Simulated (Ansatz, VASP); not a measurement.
# C: VASP beside Ansatz

```
C
1.0
    -1.76587    1.76587    0.00000
     0.00000    0.00000    3.53175
     1.76587    1.76587    0.00000
C
4
Cartesian
  -0.4415 1.3244 1.3244
  1.3244 1.3244 3.0903
  0.4415 0.4415 0.4415
  0.4415 2.2073 2.2073
```

Alike in both runs: task single point; functional LDA; k mesh 10 × 7 × 10; occupations fermi-dirac, width 0.02 eV; no spin polarisation.

|  | VASP | Ansatz |
| --- | --- | --- |
| version | VASP 6.6.1 | Ansatz 0.2.0 |
| potentials or method | VASP PAW LDA potentials, release 64 (C) | PAW with Ansatz's default frozen-core files, scalar-relativistic |
| plane-wave cutoff (eV) | 600 | 420 |
| valence electrons in the cell | 16 | 16 |

Ansatz gave:

| Quantity | Value |
| --- | --- |
| gap on the k mesh at the Fermi level (eV) | 4.17 |
| pressure (GPa) | 0.0 |

Task: What did VASP give for the same quantities?

Result: gap on the k mesh at the Fermi level (eV): 4.17; pressure (GPa): 0.8.

LDA's correlation is that of Perdew and Zunger in VASP and of Perdew and Wang (1992) in Ansatz.
